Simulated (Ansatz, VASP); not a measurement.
Two plane-wave programs on PbO

Contents of INCAR:

```
PREC = Accurate
ENCUT = 520
EDIFF = 1E-6
ISMEAR = 0
SIGMA = 0.05
LREAL = F
LASPH = T
NELM = 100
ALGO = Normal
ISIF = 2
LWAVE = F
LCHARG = F
GGA = PS
NBANDS = 28
```

File KPOINTS:

```
Automatic mesh
0
Gamma
  8 8 8
```

File POSCAR:

```
PbO
1.0
    3.9780804971      0.0000000000      0.0000000000
    0.0000000000      3.9780804971      0.0000000000
    0.0000000000      0.0000000000      5.0127125567
Pb O
2 2
Direct
    0.5000000000      0.0000000000      0.2368000000
    0.0000000000      0.5000000000      0.7632000000
    0.0000000000      0.0000000000      0.0000000000
    0.5000000000      0.5000000000      0.0000000000
```

Input for Ansatz:

```yaml
crystal:
  lattice:
    - [3.9780804971, 0.0, 0.0]
    - [0.0, 3.9780804971, 0.0]
    - [0.0, 0.0, 5.0127125567]
  atoms:
    - { symbol: Pb, position: [0.5, 0.0, 0.2368] }
    - { symbol: Pb, position: [0.0, 0.5, 0.7632] }
    - { symbol: O, position: [0.0, 0.0, 0.0] }
    - { symbol: O, position: [0.5, 0.5, 0.0] }
basis:
  ecutwfc: 420
  ecutrho_ratio: 4
kpoints:
  mp_grid: { grid: [8, 8, 8] }
hamiltonian:
  xc: pbesol
scf:
  occupations: { method: gaussian, width: 0.05 }
output:
  forces: true
  stress: true
  eigenvalues: true
```

Alike in both runs: task single point; functional PBEsol; k mesh 8 × 8 × 8; occupations gaussian, width 0.05 eV; no spin polarisation.

```csv
,VASP,Ansatz
version,VASP 6.6.1,Ansatz 0.2.0
potentials or method,"VASP PAW PBE potentials, release 64 (Pb_d, O), cutoff 520 eV","scalar-relativistic, plane waves, PAW"
valence electrons in the cell,40,40
```

```tsv
	VASP	Ansatz	Ansatz less VASP
gap on the k mesh at the Fermi level (eV)	1.15	1.15	-0.006
least direct gap on the mesh (eV)	2.19	2.19	-0.002
pressure (GPa)	0.5	0.4	-0.08
traceless stress, the component that is largest in VASP (GPa)	-0.14	-0.13	+0.015
rms of the force components (eV/Å)	0.013	0.005	-0.0074
```

VASP's potentials were made for PBE, not for PBEsol. Atom by atom the forces differ by 0.018 eV/Å (rms over components).

Spin-orbit coupling is off throughout.
